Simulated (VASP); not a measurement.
Write the native input for VASP 6.6.1 that does the following.

```
Task                   : single point
Functional             : PBE
Potentials or basis    : VASP PAW PBE potentials, release 64 (Pt, H)
Cutoff                 : 520 eV
k mesh                 : 6 × 6 × 1
Occupations            : gaussian, width 0.1 eV
Spin                   : no spin polarisation
Dipole correction      : yes
Further INCAR settings : ALGO = Normal; EDIFF = 1e-07; NBANDS = 74
```

The structure of HPt6 lies in POSCAR:

```
HPt6
1.0
    5.6143281343      0.0000000000      0.0000000000
   -2.8071640672      4.8621507895      0.0000000000
    0.0000000000      0.0000000000     22.6192653717
Pt H
12 2
Direct
    0.3333333333      0.1666666667      0.1768404028
    0.3333333333      0.6666666667      0.1768404028
    0.8333333333      0.1666666667      0.1768404028
    0.8333333333      0.6666666667      0.1768404028
    0.1666666667      0.3333333333      0.2789526245
    0.1666666667      0.8333333333      0.2789526245
    0.6666666667      0.3333333333      0.2789526245
    0.6666666667      0.8333333333      0.2789526245
    0.0000000000      0.0000000000      0.3810585901
    0.0000000000      0.5000000000      0.3810585901
    0.5000000000      0.0000000000      0.3810585901
    0.5000000000      0.5000000000      0.3810585901
    0.1892758446      0.3785516892      0.4433948321
    0.3107241554      0.6214483108      0.4433948321
```

These files were run (other wordings do the same):

INCAR

```
PREC     = Accurate       # precision mode
ENCUT    = 520            # plane-wave cutoff, eV
EDIFF    = 1E-7           # SCF threshold, eV
ISMEAR   = 0              # smearing method
SIGMA    = 0.1            # smearing width, eV
LREAL    = False          # projectors in reciprocal space
LASPH    = True           # aspherical terms in the spheres
NELM     = 80             # most SCF steps
ALGO     = Normal         # electronic algorithm
ISIF     = 2              # what is computed and relaxed
LWAVE    = False          # write WAVECAR
LCHARG   = False          # write CHGCAR
LDIPOL   = True         
IDIPOL   = 3            
DIPOL    = 0.5 0.5 0.302
GGA      = PE             # functional
NBANDS   = 74             # bands
```

KPOINTS

```
Automatic mesh
0
Gamma
  6 6 1
```

Potentials or basis: VASP PAW PBE potentials, release 64 (Pt, H).

The run is started by

```sh
$ cat potpaw_PBE.64/Pt/POTCAR potpaw_PBE.64/H/POTCAR > POTCAR
$ mpirun -np 1 vasp_std > vasp.out
```

Results of the run:

| Property | Result |
| --- | --- |
| Largest force | 1.047 eV/Å |
| Band gap on the k mesh | zero (bands 61 and 62 overlap by 0.71 eV) |

Caveat: spin-orbit coupling is left out, which moves the levels of the heavy elements.

Wall time 20 min on 1 thread of AMD EPYC 9R45 (Zen 5) (shared host), peak memory 0.83 GiB.
